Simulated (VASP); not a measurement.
# TePb4Se3 (P4/mmm) in VASP: notebook

Runs on TePb4Se3. Level: PBE. Tasks: single point, relaxation of cell and atoms.

Program: VASP 6.6.1. These are calculated values, not measurements. Logs are shortened: lines on timing, memory, paths and dates and some standing lists are left out, and cuts for length are marked.

### Step 1. The cell of the first run

The structure is tetragonal, space group P4/mmm (No. 123). Conventional cell: a = 4.414 Å, b = 4.414 Å, c = 12.486 Å, α = 90.00°, β = 90.00°, γ = 90.00°. Te (site symmetry 4/mmm) has 6 Pb at 3.12 Å within 4.1 Å. Pb (site symmetry 4mm) has 5 Se at 3.12 Å and 1 Te at 3.12 Å within 4.1 Å. Within 4.1 Å of Pb (site symmetry 4/mmm) lie 4 Te at 3.12 Å and 2 Se at 3.12 Å. Pb (site symmetry 4/mmm) has 6 Se at 3.12 Å within 4.1 Å. Within 4.1 Å of Se (site symmetry 4mm) lie 6 Pb at 3.12 Å. Within 4.1 Å of Se (site symmetry 4/mmm) lie 6 Pb at 3.12 Å.

### Step 2. Single point, PBE

The input, INCAR:

```
PREC = Accurate
ENCUT = 520
EDIFF = 1E-7
ISMEAR = 0
SIGMA = 0.1
LREAL = F
LASPH = T
NELM = 100
ALGO = Normal
ISIF = 2
LWAVE = F
LCHARG = T
GGA = PE
LELF = T
LVHAR = T
NBANDS = 50
```

The input, KPOINTS:

```
regular mesh
0
Gamma
  4 4 2
```

The input, POSCAR:

```
TePb4Se3
1.0
    4.4143445800      0.0000000000      0.0000000000
    0.0000000000      4.4143445800      0.0000000000
    0.0000000000      0.0000000000     12.4856519600
Te Pb Se
1 4 3
Direct
    0.0000000000      0.0000000000      0.0000000000
    0.0000000000      0.0000000000      0.7500000000
    0.5000000000      0.5000000000      0.0000000000
    0.0000000000      0.0000000000      0.2500000000
    0.5000000000      0.5000000000      0.5000000000
    0.5000000000      0.5000000000      0.2500000000
    0.0000000000      0.0000000000      0.5000000000
    0.5000000000      0.5000000000      0.7500000000
```

Potentials or basis: VASP PAW PBE potentials, release 64 (Te, Pb_d, Se).

Started as:

```bash
cat potpaw_PBE.64/Te/POTCAR potpaw_PBE.64/Pb_d/POTCAR potpaw_PBE.64/Se/POTCAR > POTCAR
mpirun -np 1 vasp_std > vasp.out
```

OUTCAR:

```text
PREC = Accurate
   ENCUT = 520
   EDIFF = 1E-7
   ISMEAR = 0
   LREAL = F
   LASPH = T
   NELM = 100
   ISIF = 2
   GGA = PE

 ion  position               nearest neighbor table
   1  0.000  0.000  0.000-   3 3.12   3 3.12   3 3.12   3 3.12   4 3.12   2 3.12
   2  0.000  0.000  0.750-   8 3.12   8 3.12   8 3.12   8 3.12   1 3.12   7 3.12
   3  0.500  0.500  0.000-   1 3.12   1 3.12   1 3.12   1 3.12   8 3.12   6 3.12
   4  0.000  0.000  0.250-   6 3.12   6 3.12   6 3.12   6 3.12   7 3.12   1 3.12
   5  0.500  0.500  0.500-   7 3.12   7 3.12   7 3.12   7 3.12   8 3.12   6 3.12
   6  0.500  0.500  0.250-   4 3.12   4 3.12   4 3.12   4 3.12   5 3.12   3 3.12
   7  0.000  0.000  0.500-   5 3.12   5 3.12   5 3.12   5 3.12   2 3.12   4 3.12
   8  0.500  0.500  0.750-   2 3.12   2 3.12   2 3.12   2 3.12   5 3.12   3 3.12

  LATTYP: Found a simple tetragonal cell.
 ALAT       =     4.4143445800
 C/A-ratio  =     2.8284271275

  Lattice vectors:

 A1 = (   4.4143445800,   0.0000000000,   0.0000000000)
 A2 = (   0.0000000000,   4.4143445800,   0.0000000000)
 A3 = (   0.0000000000,   0.0000000000,  12.4856519600)

Analysis of symmetry for initial positions (statically):
=====================================================================
 Subroutine PRICEL returns:
 Original cell was already a primitive cell.

 Routine SETGRP: Setting up the symmetry group for a
 simple tetragonal supercell.

 Subroutine GETGRP returns: Found 16 space group operations
 (whereof 16 operations were pure point group operations)
 out of a pool of 16 trial point group operations.

The static configuration has the point symmetry D_4h.

Analysis of symmetry for dynamics (positions and initial velocities):
=====================================================================
 Subroutine PRICEL returns:
 Original cell was already a primitive cell.

 Routine SETGRP: Setting up the symmetry group for a
 simple tetragonal supercell.

 Subroutine GETGRP returns: Found 16 space group operations
 (whereof 16 operations were pure point group operations)
 out of a pool of 16 trial point group operations.

The dynamic configuration has the point symmetry D_4h.

 Subroutine INISYM returns: Found 16 space group operations
 (whereof 16 operations are pure point group operations),
 and found     1 'primitive' translations

----------------------------------------------------------------------------------------

                                     Primitive cell

  volume of cell :     243.3009

  direct lattice vectors                    reciprocal lattice vectors
     4.414344580  0.000000000  0.000000000     0.226534196  0.000000000  0.000000000
     0.000000000  4.414344580  0.000000000     0.000000000  0.226534196  0.000000000
     0.000000000  0.000000000 12.485651960     0.000000000  0.000000000  0.080091933

  length of vectors
     4.414344580  4.414344580 12.485651960     0.226534196  0.226534196  0.080091933

  position of ions in fractional coordinates (direct lattice)
     0.000000000  0.000000000  0.000000000
     0.000000000  0.000000000  0.750000000
     0.500000000  0.500000000  0.000000000
     0.000000000  0.000000000  0.250000000
     0.500000000  0.500000000  0.500000000
     0.500000000  0.500000000  0.250000000
     0.000000000  0.000000000  0.500000000
     0.500000000  0.500000000  0.750000000

  ion indices of the primitive-cell ions
   primitive index   ion index
                 1           1
                 2           2
                 3           3
                 4           4
                 5           5
                 6           6
                 7           7
                 8           8

----------------------------------------------------------------------------------------

 KPOINTS: regular mesh

Automatic generation of k-mesh.
 Grid dimensions read from file:
 generate k-points for:    4    4    2

 Generating k-lattice:

  Cartesian coordinates                     Fractional coordinates (reciprocal lattice)
     0.056633549  0.000000000  0.000000000     0.250000000  0.000000000  0.000000000
     0.000000000  0.056633549  0.000000000     0.000000000  0.250000000  0.000000000
     0.000000000  0.000000000  0.040045966     0.000000000  0.000000000  0.500000000

  Length of vectors
     0.056633549  0.056633549  0.040045966

  Shift w.r.t. Gamma in fractional coordinates (k-lattice)
     0.000000000  0.000000000  0.000000000

 Subroutine IBZKPT returns following result:
 ===========================================

 Found     12 irreducible k-points:

 Following reciprocal coordinates:
            Coordinates               Weight
  0.000000  0.000000  0.000000      1.000000
  0.250000  0.000000  0.000000      4.000000
  0.500000  0.000000  0.000000      2.000000
  0.250000  0.250000  0.000000      4.000000
  0.500000  0.250000  0.000000      4.000000
  0.500000  0.500000  0.000000      1.000000
  0.000000  0.000000  0.500000      1.000000
[... 33 lines left out ...]
   PSTRESS=    0.0 pullay stress
   NELECT =      80.0000    total number of electrons
   NUPDOWN=      -1.0000    fix difference up-down
   EMIN   =  10.00;   EMAX   =-10.00  energy-range for DOS
   EFERMI =   0.00;   METHOD = LEGACY
   ISMEAR =     0;   SIGMA  =   0.10  broadening in eV -4-tet -1-fermi 0-gaus
   EFERMI_NEDOS =   21; number of points for ismear=-14 and -15
   IALGO  =     38    algorithm
   IMIX   =      4    mixing-type and parameters
     AMIX     =   0.40;   BMIX     =  1.00
     AMIX_MAG =   1.60;   BMIX_MAG =  1.00
  volume/ion in A,a.u.               =      30.41       205.23
  Fermi-wavevector in a.u.,A,eV,Ry     =   1.129944  2.135285 17.371558  1.276774
  Thomas-Fermi vector in A             =   2.266639
   LORBIT       =      0    0 simple, 1 ext, 2 COOP (PROOUT), +10 PAW based schemes
   GGA     = PE    functional components
   LHFCALC =     F    Hartree Fock is set to
   AEXX    =    0.0000 exact exchange contribution
   IVDW    =     0    specifies the selected vdW correction
   LEPSILON=     F    determine dielectric tensor
   LRPA    =     F    only Hartree local field effects (RPA)
 non-spin polarized calculation
 Gauss-broadening in eV      SIGMA  =   0.10
  energy-cutoff  :      520.00
  volume of cell :      243.30
 maximum number of plane-waves:      6576
 NGX is ok and might be reduce to    36
   NGX = 17   NGY = 17   NGZ = 47

 number of electron      79.9999974 magnetization

 Free energy of the ion-electron system (eV)
  ---------------------------------------------------
  ext. energy  EPLUGINS =         0.00000000
  ---------------------------------------------------
  free energy    TOTEN  =       -31.83728534 eV

  energy without entropy =      -31.83531023  energy(sigma->0) =      -31.83629779

 E-fermi :   5.1642     XC(G=0):  -9.3928

 val. band max:        5.0453725371   @ k =   0.5000   0.0000   0.0000
 cond. band min:       5.2785185298   @ k =   0.5000   0.0000   0.0000
 fundamental gap:      0.2331459928
 Fermi energy:         5.1641900902

 k-point     1 :       0.0000    0.0000    0.0000
  band No.  band energies     occupation
      1     -11.8612      2.00000
      2     -11.8041      2.00000
      3     -11.7966      2.00000
      4     -11.7924      2.00000
      5     -11.7901      2.00000
      6     -11.7667      2.00000
[... 42 lines left out ...]
     49       9.5289      0.00000
     50       9.6496      0.00000

 k-point     2 :       0.2500    0.0000    0.0000
  band No.  band energies     occupation
      1     -11.8364      2.00000
      2     -11.8071      2.00000
      3     -11.7946      2.00000
      4     -11.7891      2.00000
      5     -11.7767      2.00000
      6     -11.7652      2.00000
[... 42 lines left out ...]
     49       8.4900      0.00000
     50       8.9569      0.00000

 k-point     3 :       0.5000    0.0000    0.0000
  band No.  band energies     occupation
      1     -11.8212      2.00000
      2     -11.7982      2.00000
      3     -11.7959      2.00000
      4     -11.7877      2.00000
      5     -11.7729      2.00000
      6     -11.7726      2.00000
[... 466 lines left out ...]
     49       9.2905      0.00000
     50       9.3148      0.00000

 k-point    12 :       0.5000    0.5000    0.5000
  band No.  band energies     occupation
      1     -11.8892      2.00000
      2     -11.8344      2.00000
      3     -11.8314      2.00000
      4     -11.8310      2.00000
      5     -11.7749      2.00000
      6     -11.7749      2.00000
[... 42 lines left out ...]
     49      10.4794      0.00000
     50      10.5021      0.00000

------------------------ aborting loop because EDIFF is reached ----------------------------------------

  FORCE on cell =-STRESS in cart. coord.  units (eV):
  Direction    XX          YY          ZZ          XY          YZ          ZX
  --------------------------------------------------------------------------------------
  -------------------------------------------------------------------------------------
  Total        2.5289715      2.5289715      2.4807822      0.0000000      0.0000000      0.0000000
  in kB       16.6537035     16.6537035     16.3363691      0.0000000      0.0000000      0.0000000
  external PRESSURE =      16.5479253 kB  Pullay stress =       0.0000000 kB

 VOLUME and BASIS-vectors are now :
 -----------------------------------------------------------------------------
  energy-cutoff  :      520.00
  volume of cell :      243.30
      direct lattice vectors                 reciprocal lattice vectors
     4.414344580  0.000000000  0.000000000     0.226534196  0.000000000  0.000000000
     0.000000000  4.414344580  0.000000000     0.000000000  0.226534196  0.000000000
     0.000000000  0.000000000 12.485651960     0.000000000  0.000000000  0.080091933

 POSITION                                       TOTAL-FORCE (eV/Angst)
 -----------------------------------------------------------------------------------
      0.00000      0.00000      0.00000         0.000000     -0.000000      0.000000
      0.00000      0.00000      9.36424         0.000000     -0.000000     -0.448200
      2.20717      2.20717      0.00000         0.000000     -0.000000      0.000000
      0.00000      0.00000      3.12141         0.000000     -0.000000      0.448200
      2.20717      2.20717      6.24283         0.000000     -0.000000      0.000000
      2.20717      2.20717      3.12141         0.000000     -0.000000     -0.018538
      0.00000      0.00000      6.24283         0.000000     -0.000000      0.000000
      2.20717      2.20717      9.36424        -0.000000      0.000000      0.018538
 -----------------------------------------------------------------------------------
    total drift:                                0.000000      0.000000      0.000000

  FREE ENERGIE OF THE ION-ELECTRON SYSTEM (eV)
  ---------------------------------------------------
  free  energy   TOTEN  =       -31.8372853402 eV

  energy  without entropy=      -31.8353102321  energy(sigma->0) =      -31.83629779
```

It took 4.4 min on 1 thread of Intel Xeon 8259CL, shared host; peak memory 0.41 GiB.

What came out:

| Quantity | Value |
| --- | --- |
| Free energy | -31.8373 eV |
| Pressure | 1.7 GPa |
| Largest force | 0.448 eV/Å |
| Band gap on the k mesh | 0.23 eV |

Forces in eV/Å, atoms in the order of the input:
```
Te   0.000  0.000  0.000
Pb   0.000  0.000 -0.448
Pb   0.000  0.000  0.000
Pb   0.000  0.000  0.448
Pb   0.000  0.000  0.000
Se   0.000  0.000 -0.019
Se   0.000  0.000  0.000
Se   0.000  0.000  0.019
```

Caveat: spin-orbit coupling is left out, which moves the levels of the heavy elements. A k mesh can miss the band edges.

### Step 3. Single point, PBE

This run uses another cell than the first one, of 31.58 Å³/atom.

The input, INCAR:

```
  ALGO = Normal
  EDIFF = 1E-6
  ENCUT = 520
  GGA = PE
  ISIF = 2
  ISMEAR = 0
  LASPH = True
  LCHARG = True
  LELF = True
  LREAL = False
  LVHAR = True
  LWAVE = False
  NBANDS = 50
  NELM = 60
  PREC = Accurate
  SIGMA = 0.1
```

The input, KPOINTS:

```
k-points
0
Gamma
  4 4 2
```

The input, POSCAR:

```
TePb4Se3
1.0
    4.4716666311      0.0000000000      0.0000000000
    0.0000000000      4.4716666311      0.0000000000
    0.0000000000      0.0000000000     12.6338081752
Te Pb Se
1 4 3
Direct
    0.0000000000      0.0000000000      0.0000000000
    0.0000000000      0.0000000000      0.7421333796
    0.5000000000      0.5000000000      0.0000000000
    0.0000000000      0.0000000000      0.2578666204
    0.5000000000      0.5000000000      0.5000000000
    0.5000000000      0.5000000000      0.2524394896
    0.0000000000      0.0000000000      0.5000000000
    0.5000000000      0.5000000000      0.7475605104
```

Potentials or basis: VASP PAW PBE potentials, release 64 (Te, Pb_d, Se).

Started as:

```bash
cat potpaw_PBE.64/Te/POTCAR potpaw_PBE.64/Pb_d/POTCAR potpaw_PBE.64/Se/POTCAR > POTCAR
mpirun -np 1 vasp_std > vasp.out
```

Run time: 4.4 min. Hardware: 1 thread of Intel Xeon 8259CL, shared host; peak memory 0.42 GiB.

It converged, with:

| Item | Value |
| --- | --- |
| Free energy | -31.9208 eV |
| Pressure | -0.1 GPa |
| Largest force | 0.018 eV/Å |
| Band gap on the k mesh | 0.28 eV |

Forces in eV/Å, atoms in the order of the input:
```
Te   0.000  0.000  0.000
Pb   0.000  0.000  0.018
Pb   0.000  0.000  0.000
Pb   0.000  0.000 -0.018
Pb   0.000  0.000  0.000
Se   0.000  0.000  0.003
Se   0.000  0.000  0.000
Se   0.000  0.000 -0.003
```

Stress tensor (GPa, compression positive):
```
-0.09  0.00  0.00
 0.00 -0.09  0.00
 0.00  0.00 -0.24
```

Levels at points of the mesh, in eV from the valence-band top:
```
           k point  band 38  band 39  band 40  band 41  band 42  band 43
(0.00, 0.00, 0.00)    -1.57    -1.49    -1.38     2.29     2.40     3.67
(0.50, 0.00, 0.00)    -0.72    -0.13     0.00     0.28     0.54     1.40
(0.50, 0.50, 0.00)    -2.81    -0.74    -0.54     1.75     1.83     3.71
(0.00, 0.00, 0.50)    -1.77    -1.07    -0.72     2.34     2.62     3.76
(0.50, 0.00, 0.50)    -0.66    -0.59    -0.23     0.89     0.92     1.01
(0.50, 0.50, 0.50)    -2.05    -1.92    -1.83     3.36     3.59     3.76
```

Caveat: spin-orbit coupling is left out, which moves the levels of the heavy elements. A k mesh can miss the band edges.

### Step 4. Relaxation of cell and atoms, PBE

The input, INCAR:

```
SYSTEM = TePb4Se3
ALGO     = Normal         ! electronic algorithm
EDIFF    = 1E-6           ! SCF threshold, eV
EDIFFG   = -0.04          ! ionic threshold
ENCUT    = 600            ! plane-wave cutoff, eV
GGA      = PE             ! functional
IBRION   = 2              ! ionic algorithm
ISIF     = 3              ! what is computed and relaxed
ISMEAR   = 0              ! smearing method
LASPH    = .True.         ! aspherical terms in the spheres
LCHARG   = .False.        ! write CHGCAR
LREAL    = .False.        ! projectors in reciprocal space
LWAVE    = .False.        ! write WAVECAR
NELM     = 60             ! most SCF steps
NSW      = 90             ! ionic steps
PREC     = Accurate       ! precision mode
SIGMA    = 0.1            ! smearing width, eV
```

The input, KPOINTS:

```
k-points
0
Gamma
  4 4 2
  0 0 0
```

The input, POSCAR:

```
TePb4Se3
1.0
    4.4143445800      0.0000000000      0.0000000000
    0.0000000000      4.4143445800      0.0000000000
    0.0000000000      0.0000000000     12.4856519600
Te Pb Se
1 4 3
Direct
    0.0000000000      0.0000000000      0.0000000000
    0.0000000000      0.0000000000      0.7500000000
    0.5000000000      0.5000000000      0.0000000000
    0.0000000000      0.0000000000      0.2500000000
    0.5000000000      0.5000000000      0.5000000000
    0.5000000000      0.5000000000      0.2500000000
    0.0000000000      0.0000000000      0.5000000000
    0.5000000000      0.5000000000      0.7500000000
```

Started as:

```bash
cat potpaw_PBE.64/Te/POTCAR potpaw_PBE.64/Pb_d/POTCAR potpaw_PBE.64/Se/POTCAR > POTCAR
mpirun -np 1 vasp_std > vasp.out
```

Run time: 25 min. Hardware: 1 thread of Intel Xeon 8259CL, shared host; peak memory 0.47 GiB.

The run converged. Its results:

```
Free energy                           : -31.9202 eV
Relaxed volume                        : 31.51 Å³/atom
Relaxed cell                          : a = 4.469 Å, b = 4.469 Å, c = 12.624 Å, α = 90.00°, β = 90.00°, γ = 90.00°
Space group after relaxing (to 0.1 Å) : P4/mmm (No. 123)
Energy gained by relaxing             : 10.3 meV/atom
Ionic steps                           : 8
Pressure after relaxing               : 0.0 GPa
Largest force after relaxing          : 0.030 eV/Å
Band gap on the k mesh                : 0.27 eV
```

Forces in eV/Å, atoms in the order of the input:
```
Te   0.000  0.000  0.000
Pb   0.000  0.000  0.006
Pb   0.000  0.000  0.000
Pb   0.000  0.000 -0.006
Pb   0.000  0.000  0.000
Se   0.000  0.000  0.030
Se   0.000  0.000  0.000
Se   0.000  0.000 -0.030
```

Stress tensor (GPa, compression positive):
```
 0.01  0.00  0.00
 0.00  0.01  0.00
 0.00  0.00 -0.14
```

Step by step:
```
step  energy change (eV)  largest force (eV/Å)  pressure (GPa)  volume (Å³)
   1              0.0000                0.4481            1.68       243.30
   2             -0.0562                0.2924           -0.47       254.73
   3             -0.0578                0.3133           -0.19       253.05
   4             -0.0673                0.2382           -0.13       252.67
   5             -0.0801                0.0969            0.05       251.52
   6             -0.0815                0.0736           -0.03       252.01
   7             -0.0819                0.0551           -0.09       252.41
   8             -0.0828                0.0299           -0.04       252.09
```

Final structure:
```
CELL_PARAMETERS angstrom
4.46870 0.00000 0.00000
0.00000 4.46870 0.00000
0.00000 0.00000 12.62379
ATOMIC_POSITIONS crystal
Te 0.00000 0.00000 0.00000
Pb 0.00000 0.00000 0.74257
Pb 0.50000 0.50000 0.00000
Pb 0.00000 0.00000 0.25743
Pb 0.50000 0.50000 0.50000
Se 0.50000 0.50000 0.25171
Se 0.00000 0.00000 0.50000
Se 0.50000 0.50000 0.74829
```

Levels at points of the mesh, in eV from the valence-band top:
```tsv
k point	band 38	band 39	band 40	band 41	band 42	band 43
(0.00, 0.00, 0.00)	-1.58	-1.50	-1.38	2.29	2.39	3.66
(0.50, 0.00, 0.00)	-0.73	-0.13	0.00	0.27	0.54	1.40
(0.50, 0.50, 0.00)	-2.82	-0.75	-0.54	1.75	1.83	3.70
(0.00, 0.00, 0.50)	-1.77	-1.07	-0.73	2.34	2.61	3.75
(0.50, 0.00, 0.50)	-0.66	-0.59	-0.24	0.88	0.91	1.01
(0.50, 0.50, 0.50)	-2.04	-1.94	-1.84	3.39	3.56	3.75
```

Caveat: spin-orbit coupling is left out, which moves the levels of the heavy elements. A k mesh can miss the band edges.

### Step 5. Overview

| task | cell | cutoff (eV) | gap on the mesh (eV) | pressure (GPa) | largest force (eV/Å) |
| --- | --- | --- | --- | --- | --- |
| single point | a = 4.414, b = 4.414, c = 12.486 Å, 8 atoms, atomic positions A | 520 | 0.23 | 1.7 | 0.45 |
| single point | a = 4.472, b = 4.472, c = 12.634 Å, 8 atoms, atomic positions B | 520 | 0.28 | -0.1 | 0.02 |
| relaxation of cell and atoms | relaxed from a = 4.414, b = 4.414, c = 12.486 Å, 8 atoms, atomic positions A | 600 | 0.27 | 0.0 | 0.03 |

Alike in all rows: level PBE; potentials or basis VASP PAW PBE potentials, release 64 (Te, Pb_d, Se); no spin polarisation; k mesh 4 × 4 × 2; smearing gaussian 0.1 eV.

Caveats: spin-orbit coupling is left out, which moves the levels of the heavy elements.

Absolute energies hang on the potentials; compare differences alone.
